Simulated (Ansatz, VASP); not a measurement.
# Sb2Au in VASP and in Ansatz

File INCAR:

```
ALGO = Normal ; EDIFF = 1E-6
ENCUT = 520 ; ISIF = 2
ISMEAR = 1 ; LASPH = T
LCHARG = F ; LREAL = F
LWAVE = F ; NBANDS = 18
NELM = 100 ; PREC = Accurate
SIGMA = 0.3
```

KPOINTS

```
k-points
0
Gamma
  6 6 6
```

File POSCAR:

```
Sb2Au
1.0
    0.0000000000      3.2677514251      3.2677514251
    3.2677514251      0.0000000000      3.2677514251
    3.2677514251      3.2677514251      0.0000000000
Sb Au
2 1
Direct
    0.2500000000      0.2500000000      0.2500000000
    0.7500000000      0.7500000000      0.7500000000
    0.0000000000      0.0000000000      0.0000000000
```

Input for Ansatz:

```yaml
crystal:
  lattice:
    - [0.0, 3.2677514251002, 3.2677514251002]
    - [3.2677514251002, 0.0, 3.2677514251002]
    - [3.2677514251002, 3.2677514251002, 0.0]
  atoms:
    - { symbol: Sb, position: [0.25, 0.25, 0.25] }
    - { symbol: Sb, position: [0.75, 0.75, 0.75] }
    - { symbol: Au, position: [0.0, 0.0, 0.0] }
basis:
  ecutwfc: 470.0
  ecutrho_ratio: 6
kpoints:
  mp_grid:
    grid: [6, 6, 6]
hamiltonian:
  xc: lda
scf:
  n_extra_bands: 16
  occupations:
    method: cold
    width: 0.3
output:
  stress: true
```

Alike in both runs: task single point; functional LDA; k mesh 6 × 6 × 6; no spin polarisation.

|  | VASP | Ansatz |
| --- | --- | --- |
| version | VASP 6.6.1 | Ansatz 0.2.0 |
| potentials or method | VASP PAW LDA potentials, release 64 (Sb, Au), cutoff 520 eV | plane waves, PAW |
| occupations | methfessel-paxton of order 1, width 0.3 eV | cold, width 0.3 eV |
| valence electrons in the cell | 21 | 49 |

```tsv
	VASP	Ansatz	Ansatz less VASP
pressure (GPa)	9.8	9.4	-0.38
```

LDA's correlation is that of Perdew and Zunger in VASP and of Perdew and Wang (1992) in Ansatz. VASP's potentials hold 21 valence electrons a cell and Ansatz's 49, so a difference there can come from the potentials and not from the codes.

Spin-orbit coupling is off throughout.
